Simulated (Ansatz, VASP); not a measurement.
**Two plane-wave programs on C**

```
C
1.0
     2.93923    0.00000    0.00000
    -1.46961    2.54545    0.00000
     0.00000    0.00000    6.05016
C
4
Cartesian
  1.4696 0.0000 3.0251
  -0.7348 1.2727 3.0251
  0.7348 1.2727 3.0251
  0.0000 0.0000 0.0000
```

Alike in both runs: functional PBE; k mesh 9 × 9 × 4; occupations gaussian, width 0.1 eV; no spin polarisation.

Ansatz relaxed the structure, and its values are those at the end. VASP's run is a single point on that final structure, the one shown.

|  | VASP | Ansatz |
| --- | --- | --- |
| version | VASP 6.6.1 | Ansatz 0.2.0 |
| potentials or method | VASP PAW PBE potentials, release 64 (C), cutoff 520 eV | scalar-relativistic, plane waves, PAW |
| valence electrons in the cell | 16 | 16 |

```csv
,VASP,Ansatz,Ansatz less VASP
gap on the k mesh at the Fermi level (eV),none,none,-
pressure (GPa),0.1,0.0,-0.08
```

A gap of «none» marks a metal or a gap that the smearing closes.
